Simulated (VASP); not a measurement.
# SrTl in VASP: notebook

Runs on SrTl. Level: LDA. Tasks: electric field gradients.

All numbers are computed with VASP 6.6.1; they aren't measurements. Logs are shortened: lines on timing, memory, paths and dates and some standing lists are left out, and cuts for length are marked.

## 1. The cell of the first run

Symmetry: Pm-3m, No. 221, cubic system. The conventional cell has a = 3.978 Å, b = 3.978 Å, c = 3.978 Å, α = 90.00°, β = 90.00°, γ = 90.00°. Within 4.5 Å of Sr (site symmetry m-3m) lie 8 Tl at 3.44 Å and 6 Sr at 3.98 Å. Within 4.5 Å of Tl (site symmetry m-3m) lie 8 Sr at 3.44 Å and 6 Tl at 3.98 Å.

## 2. Electric field gradients, LDA (31.46 Å³/atom)

INCAR

```
PREC = Accurate ; ENCUT = 520
EDIFF = 1E-8 ; ISMEAR = -1
SIGMA = 0.05 ; LREAL = False
LASPH = True ; NELM = 80
ALGO = Normal ; ISIF = 2
LWAVE = False ; LCHARG = False
LEFG = True ; NBANDS = 18
```

KPOINTS

```
Automatic mesh
0
Gamma
  8 8 8
```

POSCAR

```
SrTl
1.0
    3.9775068335      0.0000000000      0.0000000000
    0.0000000000      3.9775068335      0.0000000000
    0.0000000000      0.0000000000      3.9775068335
Sr Tl
1 1
Direct
    0.0000000000      0.0000000000      0.0000000000
    0.5000000000      0.5000000000      0.5000000000
```

Potentials or basis: VASP PAW LDA potentials, release 64 (Sr_sv, Tl_d).

The run is started by

```sh
cat potpaw_LDA.64/Sr_sv/POTCAR potpaw_LDA.64/Tl_d/POTCAR > POTCAR
mpirun -np 1 vasp_std > vasp.out
```

OUTCAR:

```text
PREC = Accurate
   ENCUT = 520
   EDIFF = 1E-8
   ISMEAR = -1
   LREAL = False
   LASPH = True
   NELM = 80
   ISIF = 2

 ion  position               nearest neighbor table
   1  0.000  0.000  0.000-   2 3.44   2 3.44   2 3.44   2 3.44   2 3.44   2 3.44   2 3.44   2 3.44

   2  0.500  0.500  0.500-   1 3.44   1 3.44   1 3.44   1 3.44   1 3.44   1 3.44   1 3.44   1 3.44

  LATTYP: Found a simple cubic cell.
 ALAT       =     3.9775068335

  Lattice vectors:

 A1 = (   3.9775068335,   0.0000000000,   0.0000000000)
 A2 = (   0.0000000000,   3.9775068335,   0.0000000000)
 A3 = (   0.0000000000,   0.0000000000,   3.9775068335)

Analysis of symmetry for initial positions (statically):
=====================================================================
 Subroutine PRICEL returns:
 Original cell was already a primitive cell.

 Routine SETGRP: Setting up the symmetry group for a
 simple cubic supercell.

 Subroutine GETGRP returns: Found 48 space group operations
 (whereof 48 operations were pure point group operations)
 out of a pool of 48 trial point group operations.

The static configuration has the point symmetry O_h .

Analysis of symmetry for dynamics (positions and initial velocities):
=====================================================================
 Subroutine PRICEL returns:
 Original cell was already a primitive cell.

 Routine SETGRP: Setting up the symmetry group for a
 simple cubic supercell.

 Subroutine GETGRP returns: Found 48 space group operations
 (whereof 48 operations were pure point group operations)
 out of a pool of 48 trial point group operations.

The dynamic configuration has the point symmetry O_h .

 Subroutine INISYM returns: Found 48 space group operations
 (whereof 48 operations are pure point group operations),
 and found     1 'primitive' translations

----------------------------------------------------------------------------------------

                                     Primitive cell

  volume of cell :      62.9264

  direct lattice vectors                    reciprocal lattice vectors
     3.977506834  0.000000000  0.000000000     0.251413773  0.000000000  0.000000000
[... 122 lines left out ...]
   NGX = 15   NGY = 15   NGZ = 15

 number of electron      23.0000007 magnetization

 Free energy of the ion-electron system (eV)
  ---------------------------------------------------
  ext. energy  EPLUGINS =         0.00000000
  ---------------------------------------------------
  free energy    TOTEN  =        -5.88865107 eV

  energy without entropy =       -5.87481332  energy(sigma->0) =       -5.88173220

 E-fermi :   4.5088     XC(G=0):  -9.7677

 val. band max:        4.4489924309   @ k =   0.2500   0.2500   0.0000
 cond. band min:       4.5266200947   @ k =   0.2500   0.2500   0.2500
 fundamental gap:      0.0776276638
 Fermi energy:         4.5087672221

 k-point     1 :       0.0000    0.0000    0.0000
  band No.  band energies     occupation
      1     -31.0123      2.00000
      2     -13.0642      2.00000
      3     -13.0642      2.00000
      4     -13.0642      2.00000
      5      -6.9781      2.00000
      6      -6.9781      2.00000
[... 481 lines left out ...]
      5      -6.9550      2.00000
      6      -6.8938      2.00000
[... 10 lines left out ...]
     17      10.7357      0.00000
     18      11.2519      0.00000

 [... further k-points ...]

------------------------ aborting loop because EDIFF is reached ----------------------------------------

  FORCE on cell =-STRESS in cart. coord.  units (eV):
  Direction    XX          YY          ZZ          XY          YZ          ZX
  --------------------------------------------------------------------------------------
  -------------------------------------------------------------------------------------
  Total       -0.2246977     -0.2246977     -0.2246977      0.0000000      0.0000000      0.0000000
  in kB       -5.7210576     -5.7210576     -5.7210576      0.0000000      0.0000000      0.0000000
  external PRESSURE =      -5.7210576 kB  Pullay stress =       0.0000000 kB

 VOLUME and BASIS-vectors are now :
 -----------------------------------------------------------------------------
  energy-cutoff  :      520.00
  volume of cell :       62.93
      direct lattice vectors                 reciprocal lattice vectors
     3.977506834  0.000000000  0.000000000     0.251413773  0.000000000  0.000000000
     0.000000000  3.977506834  0.000000000     0.000000000  0.251413773  0.000000000
     0.000000000  0.000000000  3.977506834     0.000000000  0.000000000  0.251413773

 POSITION                                       TOTAL-FORCE (eV/Angst)
 -----------------------------------------------------------------------------------
      0.00000      0.00000      0.00000         0.000000      0.000000      0.000000
      1.98875      1.98875      1.98875         0.000000      0.000000      0.000000
 -----------------------------------------------------------------------------------
    total drift:                                0.000000      0.000000      0.000000

  FREE ENERGIE OF THE ION-ELECTRON SYSTEM (eV)
  ---------------------------------------------------
  free  energy   TOTEN  =        -5.8886510748 eV

  energy  without entropy=       -5.8748133158  energy(sigma->0) =       -5.88173220

 Electric field gradients (V/A^2)
---------------------------------------------------------------------
 ion       V_xx      V_yy      V_zz      V_xy      V_xz      V_yz
---------------------------------------------------------------------
   1      -0.000    -0.000    -0.000     0.000     0.000     0.000
   2       0.000     0.000    -0.000    -0.000     0.000     0.000
---------------------------------------------------------------------

 Electric field gradients after diagonalization (V/A^2)
 (convention: |V_zz| > |V_xx| > |V_yy|)
----------------------------------------------------------------------
 ion       V_xx      V_yy      V_zz     asymmetry (V_yy - V_xx)/ V_zz
----------------------------------------------------------------------
   1      -0.000    -0.000    -0.000      -0.317
   2       0.000     0.000    -0.000       0.136
----------------------------------------------------------------------

           NMR quadrupolar parameters

 Cq : quadrupolar parameter    Cq=e*Q*V_zz/h
 eta: asymmetry parameters     (V_yy - V_xx)/ V_zz
 Q  : nuclear electric quadrupole moment in mb (millibarn)
----------------------------------------------------------------------
 ion       Cq(MHz)       eta       Q (mb)
----------------------------------------------------------------------
   1      -0.000      -0.317       1.000
   2      -0.000       0.136       1.000
----------------------------------------------------------------------
```

OSZICAR:

```text
N       E                     dE             d eps       ncg     rms          rms(c)
DAV:   1     0.107610936324E+03    0.10761E+03   -0.11758E+04  1268   0.117E+03
DAV:   2    -0.270560061242E+01   -0.11032E+03   -0.10849E+03  1446   0.256E+02
DAV:   3    -0.593564604227E+01   -0.32300E+01   -0.32114E+01  1976   0.344E+01
DAV:   4    -0.599322247157E+01   -0.57576E-01   -0.57475E-01  1590   0.358E+00
DAV:   5    -0.599405930797E+01   -0.83684E-03   -0.83676E-03  1712   0.420E-01    0.178E+01
DAV:   6    -0.590927778307E+01    0.84782E-01   -0.17059E-01  1362   0.294E+00    0.990E+00
DAV:   7    -0.589041669173E+01    0.18861E-01   -0.74887E-02  1436   0.224E+00    0.854E-01
DAV:   8    -0.588857335905E+01    0.18433E-02   -0.14139E-02  1898   0.717E-01    0.114E-01
DAV:   9    -0.588862817044E+01   -0.54811E-04   -0.30228E-04  1494   0.961E-02    0.650E-02
DAV:  10    -0.588865124354E+01   -0.23073E-04   -0.30840E-05  1766   0.380E-02    0.822E-03
DAV:  11    -0.588865107341E+01    0.17014E-06   -0.84354E-07  1548   0.670E-03    0.504E-03
DAV:  12    -0.588865107097E+01    0.24420E-08   -0.36611E-07  1982   0.259E-03    0.886E-04
DAV:  13    -0.588865107484E+01   -0.38699E-08   -0.23084E-08  1220   0.107E-03
   1 F= -.58886511E+01 E0= -.58817322E+01  d E =-.138378E-01
```

stdout:

```text
POSCAR found type information on POSCAR SrTl
 POSCAR found :  2 types and       2 ions
 scaLAPACK will be used
 LDA part: xc-table for (Slater(with rela. corr.)+CA(PZ))
 , standard interpolation
 POSCAR, INCAR and KPOINTS ok, starting setup
 FFT: planning ... GRIDC
 FFT: planning ... GRID_SOFT
 FFT: planning ... GRID
 WAVECAR not read
 entering main loop
ion   1

ion   2
```

It took 44 s on 1 thread of Intel Xeon 8259CL, shared host; peak memory 0.18 GiB.

What came out:

* Free energy: -5.8887 eV
* Pressure: -0.6 GPa
* Band gap on the k mesh: zero (an odd number of electrons rules out a gap without spin polarisation)
* Largest electric field gradient by atom: zero within the noise of the run

Caveat: spin-orbit coupling is left out, which moves the levels of the heavy elements.

## 3. Electric field gradients, LDA (32.12 Å³/atom)

This run uses another cell than the first one, of 32.12 Å³/atom.

INCAR

```
PREC = Accurate
ENCUT = 520
EDIFF = 1E-8
ISMEAR = -1
SIGMA = 0.05
LREAL = F
LASPH = T
NELM = 80
ALGO = Normal
ISIF = 2
LWAVE = F
LCHARG = F
LEFG = T
NBANDS = 18
```

KPOINTS is that of step 2.

POSCAR

```
SrTl
1.0
    4.0049387820      0.0000000000      0.0000000000
    0.0000000000      4.0049387820      0.0000000000
    0.0000000000      0.0000000000      4.0049387820
Sr Tl
1 1
Direct
    0.0000000000      0.0000000000      0.0000000000
    0.5000000000      0.5000000000      0.5000000000
```

Potentials or basis: VASP PAW LDA potentials, release 64 (Sr_sv, Tl_d).

The run is started by

```sh
cat potpaw_LDA.64/Sr_sv/POTCAR potpaw_LDA.64/Tl_d/POTCAR > POTCAR
mpirun -np 1 vasp_std > vasp.out
```

OUTCAR:

```text
PREC = Accurate
   ENCUT = 520
   EDIFF = 1E-8
   ISMEAR = -1
   LREAL = F
   LASPH = T
   NELM = 80
   ISIF = 2

 ion  position               nearest neighbor table
   1  0.000  0.000  0.000-   2 3.47   2 3.47   2 3.47   2 3.47   2 3.47   2 3.47   2 3.47   2 3.47

   2  0.500  0.500  0.500-   1 3.47   1 3.47   1 3.47   1 3.47   1 3.47   1 3.47   1 3.47   1 3.47

  LATTYP: Found a simple cubic cell.
 ALAT       =     4.0049387820

  Lattice vectors:

 A1 = (   4.0049387820,   0.0000000000,   0.0000000000)
 A2 = (   0.0000000000,   4.0049387820,   0.0000000000)
 A3 = (   0.0000000000,   0.0000000000,   4.0049387820)

Analysis of symmetry for initial positions (statically):
=====================================================================
 Subroutine PRICEL returns:
 Original cell was already a primitive cell.

 Routine SETGRP: Setting up the symmetry group for a
 simple cubic supercell.

[... 693 lines left out ...]
      direct lattice vectors                 reciprocal lattice vectors
     4.004938782  0.000000000  0.000000000     0.249691707  0.000000000  0.000000000
     0.000000000  4.004938782  0.000000000     0.000000000  0.249691707  0.000000000
     0.000000000  0.000000000  4.004938782     0.000000000  0.000000000  0.249691707

 POSITION                                       TOTAL-FORCE (eV/Angst)
 -----------------------------------------------------------------------------------
      0.00000      0.00000      0.00000         0.000000      0.000000      0.000000
      2.00247      2.00247      2.00247         0.000000      0.000000      0.000000
 -----------------------------------------------------------------------------------
    total drift:                                0.000000      0.000000      0.000000

  FREE ENERGIE OF THE ION-ELECTRON SYSTEM (eV)
  ---------------------------------------------------
  free  energy   TOTEN  =        -5.8817123921 eV

  energy  without entropy=       -5.8678826739  energy(sigma->0) =       -5.87479753

 Electric field gradients (V/A^2)
---------------------------------------------------------------------
 ion       V_xx      V_yy      V_zz      V_xy      V_xz      V_yz
---------------------------------------------------------------------
   1       0.000     0.000     0.000     0.000    -0.000    -0.000
   2      -0.000    -0.000    -0.000     0.000    -0.000    -0.000
---------------------------------------------------------------------

 Electric field gradients after diagonalization (V/A^2)
 (convention: |V_zz| > |V_xx| > |V_yy|)
----------------------------------------------------------------------
 ion       V_xx      V_yy      V_zz     asymmetry (V_yy - V_xx)/ V_zz
----------------------------------------------------------------------
   1       0.000     0.000     0.000      -0.524
   2      -0.000    -0.000    -0.000      -0.096
----------------------------------------------------------------------

           NMR quadrupolar parameters

 Cq : quadrupolar parameter    Cq=e*Q*V_zz/h
 eta: asymmetry parameters     (V_yy - V_xx)/ V_zz
 Q  : nuclear electric quadrupole moment in mb (millibarn)
----------------------------------------------------------------------
 ion       Cq(MHz)       eta       Q (mb)
----------------------------------------------------------------------
   1       0.000      -0.524       1.000
   2      -0.000      -0.096       1.000
----------------------------------------------------------------------
```

OSZICAR:

```text
N       E                     dE             d eps       ncg     rms          rms(c)
DAV:   1     0.111073694253E+03    0.11107E+03   -0.11662E+04  1260   0.116E+03
DAV:   2    -0.281092431232E+01   -0.11388E+03   -0.11175E+03  1502   0.258E+02
DAV:   3    -0.591182380340E+01   -0.31009E+01   -0.30855E+01  1806   0.348E+01
DAV:   4    -0.597944959830E+01   -0.67626E-01   -0.67563E-01  1680   0.428E+00
DAV:   5    -0.598018998546E+01   -0.74039E-03   -0.74020E-03  1722   0.465E-01    0.172E+01
DAV:   6    -0.590126884036E+01    0.78921E-01   -0.15987E-01  1390   0.286E+00    0.958E+00
DAV:   7    -0.588334652109E+01    0.17922E-01   -0.71746E-02  1438   0.220E+00    0.824E-01
DAV:   8    -0.588163178413E+01    0.17147E-02   -0.13451E-02  1896   0.695E-01    0.113E-01
DAV:   9    -0.588168884381E+01   -0.57060E-04   -0.31693E-04  1470   0.950E-02    0.653E-02
DAV:  10    -0.588171251488E+01   -0.23671E-04   -0.32793E-05  1792   0.386E-02    0.703E-03
DAV:  11    -0.588171238414E+01    0.13074E-06   -0.73242E-07  1524   0.616E-03    0.497E-03
DAV:  12    -0.588171238770E+01   -0.35529E-08   -0.35648E-07  2012   0.255E-03    0.938E-04
DAV:  13    -0.588171239214E+01   -0.44415E-08   -0.22456E-08  1218   0.105E-03
   1 F= -.58817124E+01 E0= -.58747975E+01  d E =-.138297E-01
```

stdout:

```text
POSCAR found type information on POSCAR SrTl
 POSCAR found :  2 types and       2 ions
 scaLAPACK will be used
 LDA part: xc-table for (Slater(with rela. corr.)+CA(PZ))
 , standard interpolation
 POSCAR, INCAR and KPOINTS ok, starting setup
 FFT: planning ... GRIDC
 FFT: planning ... GRID_SOFT
 FFT: planning ... GRID
 WAVECAR not read
 entering main loop
ion   1

ion   2
```

Run time: 47 s. Hardware: 1 thread of Intel Xeon 8259CL, shared host; peak memory 0.17 GiB.

Results:

| Quantity | Value |
| --- | --- |
| Free energy | -5.8817 eV |
| Pressure | -1.2 GPa |
| Band gap on the k mesh | zero (an odd number of electrons rules out a gap without spin polarisation) |
| Largest electric field gradient by atom | zero within the noise of the run |

Caveat: spin-orbit coupling is left out, which moves the levels of the heavy elements.

[end of part 1 of 3]
